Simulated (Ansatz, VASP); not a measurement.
BN in VASP and in Ansatz

The input INCAR:

```
SYSTEM = BN
  PREC = Accurate
  ENCUT = 600
  EDIFF = 1E-6
  ISMEAR = 0
  SIGMA = 0.05
  LREAL = .FALSE.
  LASPH = .TRUE.
  NELM = 120
  ALGO = Normal
  ISIF = 2
  LWAVE = .FALSE.
  LCHARG = .FALSE.
  GGA = PS
  NBANDS = 26
  GGA_COMPAT = .FALSE.
```

Contents of KPOINTS:

```
regular mesh
0
G
  10 6 4
  0 0 0
```

The input POSCAR:

```
BN
1.0
    2.5037762076      0.0000000000      0.0000000000
    0.0000000000      4.3366676023      0.0000000000
    0.0000000000      0.0000000000      7.0340970058
B N
4 4
Direct
    0.0000000000      0.3333333333      0.2323147165
    0.5000000000      0.8333333333      0.2478959631
    0.5000000000      0.1666666667      0.7323147165
    1.0000000000      0.6666666667      0.7478959631
    0.0000000000      0.3333333333      0.7595146094
    0.5000000000      0.8333333333      0.7557579368
    0.5000000000      0.1666666667      0.2595146094
    1.0000000000      0.6666666667      0.2557579368
```

Input for Ansatz:

```yaml
crystal:
  lattice:
    - [2.5037762076, 0.0, 0.0]
    - [0.0, 4.3366676023, 0.0]
    - [0.0, 0.0, 7.0340970058]
  atoms:
    - { symbol: B, position: [0.0, 0.3333333333, 0.2323147165] }
    - { symbol: B, position: [0.5, 0.8333333333, 0.2478959631] }
    - { symbol: B, position: [0.5, 0.1666666667, 0.7323147165] }
    - { symbol: B, position: [1.0, 0.6666666667, 0.7478959631] }
    - { symbol: "N", position: [0.0, 0.3333333333, 0.7595146094] }
    - { symbol: "N", position: [0.5, 0.8333333333, 0.7557579368] }
    - { symbol: "N", position: [0.5, 0.1666666667, 0.2595146094] }
    - { symbol: "N", position: [1.0, 0.6666666667, 0.2557579368] }
basis:
  ecutwfc: 520.0
kpoints:
  mp_grid: { grid: [10, 6, 4] }
hamiltonian:
  xc: pbesol
  pseudopotentials: { kind: paw, azcp: { folder: soft_1 } }
scf:
  occupations: { method: gaussian, width: 0.05 }
output:
  forces: true
  stress: true
  eigenvalues: true
```

Change from the starting cell: mode 11 frozen in at -0.055 Å and mode 13 at -0.070 Å (largest displacements).

Alike in both runs: task single point; functional PBEsol; k mesh 10 × 6 × 4; occupations gaussian, width 0.05 eV; no spin polarisation.

|  | VASP | Ansatz |
| --- | --- | --- |
| version | VASP 6.6.1 | Ansatz 0.2.0 |
| potentials or method | VASP PAW PBE potentials, release 64 (B, N), cutoff 600 eV | scalar-relativistic, plane waves, PAW |
| valence electrons in the cell | 32 | 32 |

Ansatz gave:

| Quantity | Value |
| --- | --- |
| gap on the k mesh at the Fermi level (eV) | 3.72 |
| least direct gap on the mesh (eV) | 4.19 |
| pressure (GPa) | -1.4 |
| traceless stress, the component that is largest in VASP (GPa) | -1.15 |
| rms of the force components (eV/Å) | 0.988 |

Task: Which values does VASP return?

Result: gap on the k mesh at the Fermi level (eV): 3.72; least direct gap on the mesh (eV): 4.18; pressure (GPa): -1.1; traceless stress, the component that is largest in VASP (GPa): -1.68; rms of the force components (eV/Å): 0.987.

VASP's potentials were made for PBE, not for PBEsol, and Ansatz warns of the same on its side. Atom by atom the forces differ by 0.002 eV/Å (rms over components). With one functional, cell and mesh, what is left measures potentials, basis and numerics.
